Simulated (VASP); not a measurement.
# CdSe in VASP: further runs

Runs on CdSe. Level: PBEsol. Tasks: single point.

All numbers are computed with VASP 6.6.1; they aren't measurements. Logs are shortened: lines on timing, memory, paths and dates and some standing lists are left out, and cuts for length are marked.

**1. The cell of the first run**

It takes space group R3m (No. 160, trigonal). Conventional cell: a = 4.290 Å, b = 4.290 Å, c = 10.588 Å, α = 90.00°, β = 90.00°, γ = 120.00°. Cd (site symmetry 3m) has 4 Se at 2.63 to 2.64 Å within 3.5 Å. Se (site symmetry 3m) has 4 Cd at 2.63 to 2.64 Å within 3.5 Å.

**2. Single point, PBEsol (equal xy, yz and zx engineering shears of +0.5 %)**

The input, INCAR:

```
PREC = Accurate
ENCUT = 500
EDIFF = 1E-6
ISMEAR = 0
SIGMA = 0.01
LREAL = False
LASPH = True
NELM = 120
ALGO = Normal
ISIF = 2
LWAVE = False
LCHARG = False
GGA = PS
NBANDS = 16
GGA_COMPAT = False
```

The input, KPOINTS:

```
Automatic mesh
0
Gamma
  6 6 6
```

The input, POSCAR:

```
CdSe
1.0
    0.0152067354      3.0489504429      3.0489504429
    3.0489504429      0.0152067354      3.0489504429
    3.0489504429      3.0489504429      0.0152067354
Cd Se
1 1
Direct
   -0.0004999261     -0.0004999261     -0.0004999261
    0.7504999261      0.7504999261      0.7504999261
```

Potentials or basis: VASP PAW PBE potentials, release 64 (Cd, Se).

Command:

```console
cat potpaw_PBE.64/Cd/POTCAR potpaw_PBE.64/Se/POTCAR > POTCAR
mpirun -np 1 vasp_std > vasp.out
```

OUTCAR:

```text
PREC = Accurate
   ENCUT = 500
   EDIFF = 1E-6
   ISMEAR = 0
   LREAL = False
   LASPH = True
   NELM = 120
   ISIF = 2
   GGA = PS

 ion  position               nearest neighbor table
   1  1.000  1.000  1.000-   2 2.63   2 2.63   2 2.63   2 2.64
   2  0.750  0.750  0.750-   1 2.63   1 2.63   1 2.63   1 2.64

  LATTYP: Found a trigonal (rhomboedric) cell.
 ALAT       =     4.3118938822
 COS(alpha) =     0.5049812504

  Lattice vectors:

 A1 = (   0.0152067354,   3.0489504429,   3.0489504429)
 A2 = (   3.0489504429,   0.0152067354,   3.0489504429)
 A3 = (   3.0489504429,   3.0489504429,   0.0152067354)

Analysis of symmetry for initial positions (statically):
=====================================================================
 Subroutine PRICEL returns:
 Original cell was already a primitive cell.

 Routine SETGRP: Setting up the symmetry group for a
 trigonal (rhombohedral) supercell.

 Subroutine GETGRP returns: Found  6 space group operations
 (whereof  6 operations were pure point group operations)
 out of a pool of 12 trial point group operations.

The static configuration has the point symmetry C_3v.

Analysis of symmetry for dynamics (positions and initial velocities):
=====================================================================
 Subroutine PRICEL returns:
 Original cell was already a primitive cell.

 Routine SETGRP: Setting up the symmetry group for a
 trigonal (rhombohedral) supercell.

 Subroutine GETGRP returns: Found  6 space group operations
 (whereof  6 operations were pure point group operations)
 out of a pool of 12 trial point group operations.

The dynamic configuration has the point symmetry C_3v.

 Subroutine INISYM returns: Found  6 space group operations
 (whereof  6 operations are pure point group operations),
 and found     1 'primitive' translations

----------------------------------------------------------------------------------------

                                     Primitive cell

  volume of cell :      56.2626

  direct lattice vectors                    reciprocal lattice vectors
     0.015206735  3.048950443  3.048950443    -0.165222850  0.164402885  0.164402885
     3.048950443  0.015206735  3.048950443     0.164402885 -0.165222850  0.164402885
     3.048950443  3.048950443  0.015206735     0.164402885  0.164402885 -0.165222850

  length of vectors
     4.311893882  4.311893882  4.311893882     0.285228343  0.285228343  0.285228343

  position of ions in fractional coordinates (direct lattice)
     0.999500074  0.999500074  0.999500074
     0.750499926  0.750499926  0.750499926

  ion indices of the primitive-cell ions
   primitive index   ion index
                 1           1
                 2           2

----------------------------------------------------------------------------------------

 KPOINTS: Automatic mesh

Automatic generation of k-mesh.
 Grid dimensions read from file:
 generate k-points for:    6    6    6

 Generating k-lattice:

  Cartesian coordinates                     Fractional coordinates (reciprocal lattice)
    -0.027537142  0.027400481  0.027400481     0.166666667  0.000000000  0.000000000
     0.027400481 -0.027537142  0.027400481     0.000000000  0.166666667  0.000000000
     0.027400481  0.027400481 -0.027537142     0.000000000  0.000000000  0.166666667

  Length of vectors
     0.047538057  0.047538057  0.047538057

  Shift w.r.t. Gamma in fractional coordinates (k-lattice)
     0.000000000  0.000000000  0.000000000

 Subroutine IBZKPT returns following result:
 ===========================================

 Found     32 irreducible k-points:

 Following reciprocal coordinates:
            Coordinates               Weight
  0.000000  0.000000  0.000000      1.000000
  0.166667 -0.000000  0.000000      6.000000
  0.333333  0.000000  0.000000      6.000000
  0.500000  0.000000  0.000000      3.000000
  0.166667  0.166667  0.000000      6.000000
  0.333333  0.166667  0.000000     12.000000
[... 16 lines left out ...]
  0.500000  0.500000  0.166667      6.000000
 -0.333333  0.500000  0.166667     12.000000
 [... further k-points ...]
   k-points           NKPTS =     32   k-points in BZ     NKDIM =     32   number of bands    NBANDS=     16
   number of dos      NEDOS =    301   number of ions     NIONS =      2
   total plane-waves  NPLWV =  32768
   dimension x,y,z NGX =    32 NGY =   32 NGZ =   32
   dimension x,y,z NGXF=    64 NGYF=   64 NGZF=   64
   ions per type =               1   1
   NGX,Y,Z   is equivalent  to a cutoff of  12.34, 12.34, 12.34 a.u.
   NGXF,Y,Z  is equivalent  to a cutoff of  24.68, 24.68, 24.68 a.u.
 SYSTEM =  unknown system
   PREC   = accura    normal or accurate (medium, high low for compatibility)
   ISTART =      0    job   : 0-new  1-cont  2-samecut
   ICHARG =      2    charge: 1-file 2-atom 10-const
   ISPIN  =      1    spin polarized calculation?
   LNONCOLLINEAR =      F non collinear calculations
   LSORBIT =      F    spin-orbit coupling
   LASPH  =      T    aspherical Exc in radial PAW
   ENCUT  =  500.0 eV  36.75 Ry    6.06 a.u.   7.86  7.86  7.86*2*pi/ulx,y,z
   NELM   =    120;   NELMIN=  2; NELMDL= -5     # of ELM steps
   EDIFF  = 0.1E-05   stopping-criterion for ELM
   LREAL  =      F    real-space projection
   EDIFFG = 0.1E-04   stopping-criterion for IOM
   NSW    =      0    number of steps for IOM
   IBRION =     -1    ionic relax: 0-MD 1-quasi-New 2-CG
   NFREE  =      0    steps in history (QN), initial steepest desc. (CG)
   ISIF   =      2    stress and relaxation
   ISYM   =      2    0-nonsym 1-usesym 2-fastsym
   POTIM  = 0.5000    time-step for ionic-motion
   TEBEG  =    0.0;   TEEND  =   0.0 temperature during run
   PSTRESS=    0.0 pullay stress
   NELECT =      18.0000    total number of electrons
   NUPDOWN=      -1.0000    fix difference up-down
   EMIN   =  10.00;   EMAX   =-10.00  energy-range for DOS
   EFERMI =   0.00;   METHOD = LEGACY
   ISMEAR =     0;   SIGMA  =   0.01  broadening in eV -4-tet -1-fermi 0-gaus
   EFERMI_NEDOS =   21; number of points for ismear=-14 and -15
   IALGO  =     38    algorithm
   IMIX   =      4    mixing-type and parameters
     AMIX     =   0.40;   BMIX     =  1.00
     AMIX_MAG =   1.60;   BMIX_MAG =  1.00
  volume/ion in A,a.u.               =      28.13       189.84
  Fermi-wavevector in a.u.,A,eV,Ry     =   1.119676  2.115881 17.057277  1.253674
  Thomas-Fermi vector in A             =   2.256317
   LORBIT       =      0    0 simple, 1 ext, 2 COOP (PROOUT), +10 PAW based schemes
   GGA     = PS    functional components
   LHFCALC =     F    Hartree Fock is set to
   AEXX    =    0.0000 exact exchange contribution
   IVDW    =     0    specifies the selected vdW correction
   LEPSILON=     F    determine dielectric tensor
   LRPA    =     F    only Hartree local field effects (RPA)
 non-spin polarized calculation
 Gauss-broadening in eV      SIGMA  =   0.01
  energy-cutoff  :      500.00
  volume of cell :       56.26
 maximum number of plane-waves:      1439
   NGX = 15   NGY = 15   NGZ = 15

 number of electron      18.0000002 magnetization

 Free energy of the ion-electron system (eV)
  ---------------------------------------------------
  ext. energy  EPLUGINS =         0.00000000
  ---------------------------------------------------
  free energy    TOTEN  =        -6.17218392 eV

  energy without entropy =       -6.17218392  energy(sigma->0) =       -6.17218392

 E-fermi :   0.8731     XC(G=0):  -9.0973

 val. band max:        0.8259848889   @ k =   0.0000   0.0000   0.0000
 cond. band min:       1.2946518198   @ k =   0.0000   0.0000   0.0000
 fundamental gap:      0.4686669309
 Fermi energy:         0.8731283605

 k-point     1 :       0.0000    0.0000    0.0000
  band No.  band energies     occupation
      1     -11.8077      2.00000
      2      -7.1034      2.00000
      3      -7.1002      2.00000
      4      -7.1002      2.00000
      5      -6.7205      2.00000
      6      -6.7205      2.00000
[... 8 lines left out ...]
     15      11.8775      0.00000
     16      11.8775      0.00000

 k-point     2 :       0.1667   -0.0000    0.0000
  band No.  band energies     occupation
      1     -11.7137      2.00000
      2      -7.0734      2.00000
      3      -7.0711      2.00000
      4      -7.0139      2.00000
      5      -6.7218      2.00000
      6      -6.7212      2.00000
[... 8 lines left out ...]
     15      10.8784      0.00000
     16      11.1570      0.00000

 k-point     3 :       0.3333    0.0000    0.0000
  band No.  band energies     occupation
      1     -11.5225      2.00000
      2      -7.0240      2.00000
      3      -7.0231      2.00000
      4      -6.7137      2.00000
      5      -6.7095      2.00000
      6      -6.7093      2.00000
[... 8 lines left out ...]
     15      11.2439      0.00000
     16      11.3439      0.00000

 k-point     4 :       0.5000    0.0000    0.0000
  band No.  band energies     occupation
      1     -11.4258      2.00000
      2      -7.0063      2.00000
      3      -7.0061      2.00000
      4      -6.6979      2.00000
      5      -6.6948      2.00000
      6      -6.4244      2.00000
[... 8 lines left out ...]
     15      12.8205      0.00000
     16      12.9652      0.00000
[... 324 lines left out ...]
 k-point    22 :      -0.1667    0.3333    0.1667
  band No.  band energies     occupation
      1     -11.3992      2.00000
      2      -6.9538      2.00000
      3      -6.9455      2.00000
      4      -6.7922      2.00000
      5      -6.6935      2.00000
      6      -6.4832      2.00000
[... 8 lines left out ...]
     15      12.8881      0.00000
     16      13.9082      0.00000

 k-point    23 :       0.5000    0.5000    0.1667
  band No.  band energies     occupation
      1     -11.3397      2.00000
      2      -6.9290      2.00000
      3      -6.8757      2.00000
      4      -6.8242      2.00000
      5      -6.6764      2.00000
      6      -6.3830      2.00000
[... 8 lines left out ...]
     15      13.2655      0.00000
     16      13.8910      0.00000

 k-point    24 :      -0.3333    0.5000    0.1667
  band No.  band energies     occupation
      1     -11.3082      2.00000
      2      -6.9139      2.00000
      3      -6.8908      2.00000
      4      -6.7857      2.00000
      5      -6.6927      2.00000
      6      -6.2650      2.00000
[... 8 lines left out ...]
     15      13.5354      0.00000
     16      13.7086      0.00000

 [... further k-points ...]

------------------------ aborting loop because EDIFF is reached ----------------------------------------

  FORCE on cell =-STRESS in cart. coord.  units (eV):
  Direction    XX          YY          ZZ          XY          YZ          ZX
  --------------------------------------------------------------------------------------
  -------------------------------------------------------------------------------------
  Total        0.1131132      0.1131132      0.1131132     -0.0419026     -0.0419026     -0.0419026
  in kB        3.2210997      3.2210997      3.2210997     -1.1932516     -1.1932516     -1.1932516
  external PRESSURE =       3.2210997 kB  Pullay stress =       0.0000000 kB

 VOLUME and BASIS-vectors are now :
 -----------------------------------------------------------------------------
  energy-cutoff  :      500.00
  volume of cell :       56.26
      direct lattice vectors                 reciprocal lattice vectors
     0.015206735  3.048950443  3.048950443    -0.165222850  0.164402885  0.164402885
     3.048950443  0.015206735  3.048950443     0.164402885 -0.165222850  0.164402885
     3.048950443  3.048950443  0.015206735     0.164402885  0.164402885 -0.165222850

 POSITION                                       TOTAL-FORCE (eV/Angst)
 -----------------------------------------------------------------------------------
      6.11005      6.11005      6.11005        -0.001663     -0.001663     -0.001663
      4.58789      4.58789      4.58789         0.001663      0.001663      0.001663
 -----------------------------------------------------------------------------------
    total drift:                                0.000258      0.000258      0.000258

  FREE ENERGIE OF THE ION-ELECTRON SYSTEM (eV)
  ---------------------------------------------------
  free  energy   TOTEN  =        -6.1721839212 eV

  energy  without entropy=       -6.1721839212  energy(sigma->0) =       -6.17218392
```

Run time: 12 s. Hardware: 1 thread of AMD EPYC 9R45 (Zen 5), shared host; peak memory 0.16 GiB.

Results:

```yaml
Free_energy: -6.1722 eV
Pressure: 0.3 GPa
Band_gap_on_the_k_mesh: 0.47 eV
```

Forces on the atoms (eV/Å):
```
Cd  -0.002 -0.002 -0.002
Se   0.002  0.002  0.002
```

Stress tensor (GPa, compression positive):
```
 0.32 -0.12 -0.12
-0.12  0.32 -0.12
-0.12 -0.12  0.32
```

Levels at points of the mesh, in eV from the valence-band top:
```tsv
k point	band 7	band 8	band 9	band 10	band 11	band 12
(0.00, 0.00, 0.00)	-0.03	0.00	0.00	0.47	5.79	5.87
(0.50, 0.00, 0.00)	-4.46	-0.79	-0.76	2.26	6.33	6.34
(0.50, 0.50, 0.00)	-4.14	-1.91	-1.87	2.98	3.66	8.96
(0.50, 0.50, 0.50)	-4.48	-0.75	-0.75	2.32	6.39	6.39
```

Caveat: the cell differs from its parent crystal (equal xy, yz and zx engineering shears of +0.5 %); semilocal functionals underestimate gaps, and a narrow one can read as zero; the PAW data sets were made with another functional, which shifts forces and pressure a little.

(Continued in part 2 of 3.)
